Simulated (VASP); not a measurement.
Set up this calculation in VASP 6.6.1, as the native input.

- Task: single point
- Functional: PBE
- Potentials or basis: VASP PAW PBE potentials, release 64 (Ge_d)
- Cutoff: 520 eV
- k mesh: 6 × 6 × 2
- Occupations: gaussian, width 0.1 eV
- Spin: no spin polarisation
- Dipole correction: no
- Further INCAR settings: ALGO = Normal; EDIFF = 1e-06; NBANDS = 36

The structure of Ge lies in POSCAR:

```
Ge
1.0
    3.1139512911      0.0000000000      0.0000000000
   -1.5569756455      2.6967609242      0.0000000000
    0.0000000000      0.0000000000     10.1566130278
Ge
4
Direct
    0.0000000000      0.0000000000      0.0000000000
    0.3333333300      0.6666666700      0.2500000000
    0.0000000000      0.0000000000      0.5000000000
    0.6666666700      0.3333333300      0.7500000000
```

This isn't the form of Ge at room conditions, which is diamond.

This cell differs from its parent crystal: Pb replaced by Ge, lengths x 0.893, strained.

The input as run:

INCAR

```
SYSTEM = Ge
PREC     = Accurate       ! precision mode
ENCUT    = 520            ! plane-wave cutoff, eV
EDIFF    = 1E-6           ! SCF threshold, eV
ISMEAR   = 0              ! smearing method
SIGMA    = 0.1            ! smearing width, eV
LREAL    = .False.        ! projectors in reciprocal space
LASPH    = .True.         ! aspherical terms in the spheres
NELM     = 100            ! most SCF steps
ALGO     = Normal         ! electronic algorithm
ISIF     = 2              ! what is computed and relaxed
LWAVE    = .False.        ! write WAVECAR
LCHARG   = .False.        ! write CHGCAR
GGA      = PE             ! functional
NBANDS   = 36             ! bands
```

KPOINTS

```
regular mesh
0
Gamma
  6 6 2
  0 0 0
```

Potentials or basis: VASP PAW PBE potentials, release 64 (Ge_d).

Launch:

```console
$ cat potpaw_PBE.64/Ge_d/POTCAR > POTCAR
$ mpirun -np 1 vasp_std > vasp.out
```

Results of the run:

```yaml
Pressure: -5.0 GPa
Band_gap_on_the_k_mesh: zero (bands 28 and 29 overlap by 8.61 eV)
```

Caveat: the k points lie up to 0.39 Å⁻¹ apart, too coarse for converged energies and pressures of a metal; the cell differs from its parent crystal (Pb replaced by Ge, lengths x 0.893, strained).

Wall time 17 s on 1 thread of Intel(R) Xeon(R) 6975P-C (Granite Rapids) (shared host), peak memory 0.19 GiB.
